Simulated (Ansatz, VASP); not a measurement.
**Ba2HfGa3 in VASP and in Ansatz**

```
Ba Hf Ga
1.0
     6.08245    0.00000    0.00000
    -3.04123    5.26756    0.00000
     0.00000    0.00000    5.77409
Ba Hf Ga
2 1 3
Direct
  0.33333 0.66667 0.00000
  0.66667 0.33333 0.00000
  0.00000 0.00000 0.00000
  0.50000 0.00000 0.50000
  0.50000 0.50000 0.50000
  0.00000 0.50000 0.50000
```

Alike in both runs: functional PBE; k mesh 3 × 3 × 4; occupations gaussian, width 0.1 eV; no spin polarisation.

Ansatz relaxed the structure, and its values are those at the end. VASP's run is a single point on that final structure, the one shown.

```csv
,VASP,Ansatz
version,VASP 6.6.1,Ansatz 0.2.0
potentials or method,"VASP PAW PBE potentials, release 64 (Ba_sv, Hf_pv, Ga_d), cutoff 520 eV","scalar-relativistic, plane waves, PAW"
valence electrons in the cell,69,85
```

```tsv
	VASP	Ansatz	Ansatz less VASP
gap on the k mesh at the Fermi level (eV)	none	none	-
pressure (GPa)	0.4	0.0	-0.42
```

A gap of «none» marks a metal or a gap that the smearing closes. The functional is the same, so the differences come from potentials, cutoffs and numerics. VASP's potentials hold 69 valence electrons a cell and Ansatz's 85, so a difference there can come from the potentials and not from the codes.

The k mesh is coarse, so the values compare programs but aren't converged. Neither program's run includes spin-orbit coupling.
